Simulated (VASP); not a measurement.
# CuAu (P4/mmm) in VASP: settings compared, part 2 of 2

VASP 6.6.1. Earlier steps stand in the parts before.

## Step 4: Single point, r2SCAN

This run uses another cell than the first one, of 14.56 Å³/atom, 0.962 times its volume.

Contents of POSCAR:

```
CuAu
1.0
    2.8107494552      0.0000000000      0.0000000000
    0.0000000000      2.8107494552      0.0000000000
    0.0000000000      0.0000000000      3.6850000000
Au Cu
1 1
Direct
    0.0000000000      0.0000000000      0.0000000000
    0.5000000000      0.5000000000      0.5000000000
```

Contents of INCAR.step1:

```
SYSTEM = CuAu
ALGO = Normal
EDIFF = 1E-4
ENCUT = 520
GGA = PE
ISMEAR = 1
LASPH = .TRUE.
LCHARG = .FALSE.
LREAL = .FALSE.
LWAVE = .TRUE.
NBANDS = 18
NELM = 100
PREC = Accurate
SIGMA = 0.2
```

Contents of INCAR.step2:

```
SYSTEM = CuAu
ALGO = Normal
EDIFF = 1E-7
ENCUT = 520
ISIF = 2
ISMEAR = 1
ISTART = 1
LASPH = .TRUE.
LCHARG = .TRUE.
LELF = .TRUE.
LMIXTAU = .TRUE.
LREAL = .FALSE.
LVHAR = .TRUE.
LWAVE = .FALSE.
METAGGA = R2SCAN
NBANDS = 18
NELM = 100
PREC = Accurate
SIGMA = 0.2
```

Contents of KPOINTS:

```
k-points
0
G
  9 9 7
  0 0 0
```

Potentials or basis: VASP PAW PBE potentials, release 64 (Au, Cu).

Run with:

```
cat potpaw_PBE.64/Au/POTCAR potpaw_PBE.64/Cu/POTCAR > POTCAR
cp INCAR.step1 INCAR
mpirun -np 1 vasp_std > vasp.out
cp INCAR.step2 INCAR
mpirun -np 1 vasp_std > vasp.out
```

OUTCAR:

```text
SYSTEM = CuAu
   EDIFF = 1E-7
   ENCUT = 520
   ISIF = 2
   ISMEAR = 1
   ISTART = 1
   LASPH = .TRUE.
   LREAL = .FALSE.
   METAGGA = R2SCAN
   NELM = 100
   PREC = Accurate

 ion  position               nearest neighbor table
   1  0.000  0.000  0.000-   2 2.71   2 2.71   2 2.71   2 2.71   2 2.71   2 2.71   2 2.71   2 2.71

   2  0.500  0.500  0.500-   1 2.71   1 2.71   1 2.71   1 2.71   1 2.71   1 2.71   1 2.71   1 2.71

  LATTYP: Found a simple tetragonal cell.
 ALAT       =     2.8107494552
 C/A-ratio  =     1.3110382333

  Lattice vectors:

 A1 = (   2.8107494552,   0.0000000000,   0.0000000000)
 A2 = (   0.0000000000,   2.8107494552,   0.0000000000)
 A3 = (   0.0000000000,   0.0000000000,   3.6850000000)

Analysis of symmetry for initial positions (statically):
=====================================================================
 Subroutine PRICEL returns:
 Original cell was already a primitive cell.

 Routine SETGRP: Setting up the symmetry group for a
 simple tetragonal supercell.

 Subroutine GETGRP returns: Found 16 space group operations
 (whereof 16 operations were pure point group operations)
 out of a pool of 16 trial point group operations.

The static configuration has the point symmetry D_4h.

Analysis of symmetry for dynamics (positions and initial velocities):
=====================================================================
 Subroutine PRICEL returns:
 Original cell was already a primitive cell.

 Routine SETGRP: Setting up the symmetry group for a
 simple tetragonal supercell.

 Subroutine GETGRP returns: Found 16 space group operations
 (whereof 16 operations were pure point group operations)
 out of a pool of 16 trial point group operations.

The dynamic configuration has the point symmetry D_4h.

 Subroutine INISYM returns: Found 16 space group operations
 (whereof 16 operations are pure point group operations),
 and found     1 'primitive' translations

----------------------------------------------------------------------------------------

[... 107 lines left out ...]
   ISMEAR =     1;   SIGMA  =   0.20  broadening in eV -4-tet -1-fermi 0-gaus
   EFERMI_NEDOS =   21; number of points for ismear=-14 and -15
   IALGO  =     38    algorithm
   IMIX   =      4    mixing-type and parameters
     AMIX     =   0.40;   BMIX     =  1.00
     AMIX_MAG =   1.60;   BMIX_MAG =  1.00
  volume/ion in A,a.u.               =      14.56        98.23
  Fermi-wavevector in a.u.,A,eV,Ry     =   1.491152  2.817868 30.253005  2.223533
  Thomas-Fermi vector in A             =   2.603843
   LORBIT       =      0    0 simple, 1 ext, 2 COOP (PROOUT), +10 PAW based schemes
   METAGGA = R2SCAN    functional components
   LHFCALC =     F    Hartree Fock is set to
   AEXX    =    0.0000 exact exchange contribution
   IVDW    =     0    specifies the selected vdW correction
   LEPSILON=     F    determine dielectric tensor
   LRPA    =     F    only Hartree local field effects (RPA)
 non-spin polarized calculation
 Methfessel and Paxton  Order N= 1 SIGMA  =   0.20
  energy-cutoff  :      520.00
  volume of cell :       29.11
 maximum number of plane-waves:       797
 NGX is ok and might be reduce to    24
   NGX = 11   NGY = 11   NGZ = 13

 number of electron      22.0000010 magnetization

 Free energy of the ion-electron system (eV)
  ---------------------------------------------------
  ext. energy  EPLUGINS =         0.00000000
  ---------------------------------------------------
  free energy    TOTEN  =       -61.55700511 eV

  energy without entropy =      -61.55598298  energy(sigma->0) =      -61.55666440

 E-fermi :   8.5554     XC(G=0): -13.6042

 val. band max:        8.5011233817   @ k =   0.1111   0.1111   0.2857
 cond. band min:       8.5871135227   @ k =   0.3333   0.1111   0.4286
 fundamental gap:      0.0859901410
 Fermi energy:         8.5553980607

 k-point     1 :       0.0000    0.0000    0.0000
  band No.  band energies     occupation
      1      -1.4729      2.00000
      2       1.6627      2.00000
      3       1.8558      2.00000
      4       4.3059      2.00000
      5       4.3059      2.00000
      6       5.3754      2.00000
[... 481 lines left out ...]
      5       4.3152      2.00000
      6       4.9998      2.00000
[... 10 lines left out ...]
     17      24.2728      0.00000
     18      24.9838      0.00000

 [... further k-points ...]
[... 5 lines left out ...]
  --------------------------------------------------------------------------------------
  -------------------------------------------------------------------------------------
  Total        0.0465848      0.0465848     -0.0917889      0.0000000      0.0000000      0.0000000
  in kB        2.5637319      2.5637319     -5.0514817      0.0000000      0.0000000      0.0000000
  external PRESSURE =       0.0253274 kB  Pullay stress =       0.0000000 kB

 VOLUME and BASIS-vectors are now :
 -----------------------------------------------------------------------------
  energy-cutoff  :      520.00
  volume of cell :       29.11
      direct lattice vectors                 reciprocal lattice vectors
     2.810749455  0.000000000  0.000000000     0.355776997  0.000000000  0.000000000
     0.000000000  2.810749455  0.000000000     0.000000000  0.355776997  0.000000000
     0.000000000  0.000000000  3.685000000     0.000000000  0.000000000  0.271370421

 POSITION                                       TOTAL-FORCE (eV/Angst)
 -----------------------------------------------------------------------------------
      0.00000      0.00000      0.00000         0.000000      0.000000      0.000000
      1.40537      1.40537      1.84250         0.000000      0.000000      0.000000
 -----------------------------------------------------------------------------------
    total drift:                                0.000000      0.000000     -0.000000

  FREE ENERGIE OF THE ION-ELECTRON SYSTEM (eV)
  ---------------------------------------------------
  free  energy   TOTEN  =       -61.5570051055 eV

  energy  without entropy=      -61.5559829812  energy(sigma->0) =      -61.55666440
```

OUTCAR.step1:

```text
SYSTEM = CuAu
   EDIFF = 1E-4
   ENCUT = 520
   GGA = PE
   ISMEAR = 1
   LASPH = .TRUE.
   LREAL = .FALSE.
[... 727 lines left out ...]
      0.00000      0.00000      0.00000         0.000000      0.000000      0.000000
      1.40537      1.40537      1.84250         0.000000      0.000000      0.000000
 -----------------------------------------------------------------------------------
    total drift:                                0.000000      0.000000     -0.000000

  FREE ENERGIE OF THE ION-ELECTRON SYSTEM (eV)
  ---------------------------------------------------
  free  energy   TOTEN  =        -7.0646057716 eV

  energy  without entropy=       -7.0636469894  energy(sigma->0) =       -7.06428618
```

OSZICAR.step1:

```text
N       E                     dE             d eps       ncg     rms          rms(c)
DAV:   1     0.133252287118E+03    0.13325E+03   -0.11032E+04  2290   0.173E+03
DAV:   2    -0.238447805922E+01   -0.13564E+03   -0.12695E+03  2200   0.303E+02
DAV:   3    -0.795283669282E+01   -0.55684E+01   -0.54173E+01  2534   0.706E+01
DAV:   4    -0.803575448435E+01   -0.82918E-01   -0.82833E-01  2696   0.726E+00
DAV:   5    -0.803790696281E+01   -0.21525E-02   -0.21523E-02  2780   0.119E+00    0.115E+01
DAV:   6    -0.747982422807E+01    0.55808E+00   -0.67783E+00  2330   0.698E+01    0.541E+00
DAV:   7    -0.713606268011E+01    0.34376E+00   -0.26497E+00  2618   0.739E+01    0.568E+00
DAV:   8    -0.707123160949E+01    0.64831E-01   -0.24154E-01  2960   0.120E+01    0.268E+00
DAV:   9    -0.706492841092E+01    0.63032E-02   -0.13661E-02  3294   0.209E+00    0.134E-01
DAV:  10    -0.706462102039E+01    0.30739E-03   -0.23615E-03  2818   0.950E-01    0.734E-02
DAV:  11    -0.706460577159E+01    0.15249E-04   -0.62424E-05  1284   0.173E-01
   1 F= -.70646058E+01 E0= -.70642862E+01  d E =-.958782E-03
```

Wall time 48 s (1 thread of Intel Xeon 6975P-C (Granite Rapids), shared host); peak memory 0.17 GiB.

Results:

* Free energy: -61.5570 eV
* Pressure: 0.0 GPa
* Band gap on the k mesh: zero (band 11 reaches 12.18 eV, above the bottom of band 12 at 6.52 eV)

Caveat: the PAW data sets were made with another functional, which shifts forces and pressure a little; spin-orbit coupling is left out, which moves the levels of the heavy elements.

## Step 5: Single point, PBEsol (volume scaled by 1.04)

Contents of INCAR:

```
  PREC = Accurate
  ENCUT = 520
  EDIFF = 1E-6
  ISMEAR = -1
  SIGMA = 0.05
  LREAL = F
  LASPH = T
  NELM = 100
  ALGO = Normal
  ISIF = 2
  LWAVE = F
  LCHARG = T
  GGA = PS
  LELF = T
  LVHAR = T
  NBANDS = 18
```

Contents of KPOINTS:

```
Automatic mesh
0
Gamma
  9 9 7
```

Contents of POSCAR:

```
CuAu
1.0
    2.8477372423      0.0000000000      0.0000000000
    0.0000000000      2.8477372423      0.0000000000
    0.0000000000      0.0000000000      3.7334924031
Au Cu
1 1
Direct
    0.0000000000      0.0000000000      0.0000000000
    0.5000000000      0.5000000000      0.5000000000
```

Run with:

```
cat potpaw_PBE.64/Au/POTCAR potpaw_PBE.64/Cu/POTCAR > POTCAR
mpirun -np 1 vasp_std > vasp.out
```

Run time: 24 s. Hardware: 1 thread of AMD EPYC 7R13 (Zen 3), shared host; peak memory 0.14 GiB.

The run converged. Its results:

* Free energy: -8.3179 eV
* Pressure: -9.2 GPa
* Band gap on the k mesh: zero (band 11 reaches 11.28 eV, above the bottom of band 12 at 6.10 eV)

Stress tensor (GPa, compression positive):
```
-9.24  0.00  0.00
 0.00 -9.24  0.00
 0.00  0.00 -9.00
```

Levels at points of the mesh, in eV from the Fermi level:
```
           k point  band 9  band 10  band 11  band 12  band 13  band 14
(0.00, 0.00, 0.00)   -1.59    -1.39    -1.39     2.14     7.69     9.86
```

Caveat: the cell differs from its parent crystal (volume scaled by 1.04); the PAW data sets were made with another functional, which shifts forces and pressure a little; spin-orbit coupling is left out, which moves the levels of the heavy elements.

## Step 6: Overview

| level | potentials or basis | cell | k mesh | smearing | grid for exact exchange (PRECFOCK) | gap on the mesh (eV) | pressure (GPa) |
| --- | --- | --- | --- | --- | --- | --- | --- |
| LDA | VASP PAW LDA potentials, release 64 (Au, Cu) | a = 2.848, b = 2.848, c = 3.733 Å, 2 atoms | 9 × 9 × 7 | fermi-dirac 0.05 eV | - | none | -13.6 |
| r2SCAN0 | VASP PAW PBE potentials, release 64 (Au, Cu) | a = 2.811, b = 2.811, c = 3.685 Å, 2 atoms | 5 × 5 × 4 | fermi-dirac 0.05 eV | Normal | none | -0.6 |
| r2SCAN | VASP PAW PBE potentials, release 64 (Au, Cu) | a = 2.811, b = 2.811, c = 3.685 Å, 2 atoms | 9 × 9 × 7 | methfessel-paxton 0.2 eV | - | none | 0.0 |
| PBEsol | VASP PAW PBE potentials, release 64 (Au, Cu) | a = 2.848, b = 2.848, c = 3.733 Å, 2 atoms | 9 × 9 × 7 | fermi-dirac 0.05 eV | - | none | -9.2 |

Alike in all rows: task single point; no spin polarisation; cutoff (eV) 520.

Caveats: some runs use coarse meshes; spin-orbit coupling is left out, which moves the levels of the heavy elements; the PAW data sets were made with another functional, which shifts forces and pressure a little (some runs).

Absolute energies hang on the potentials; compare differences alone.
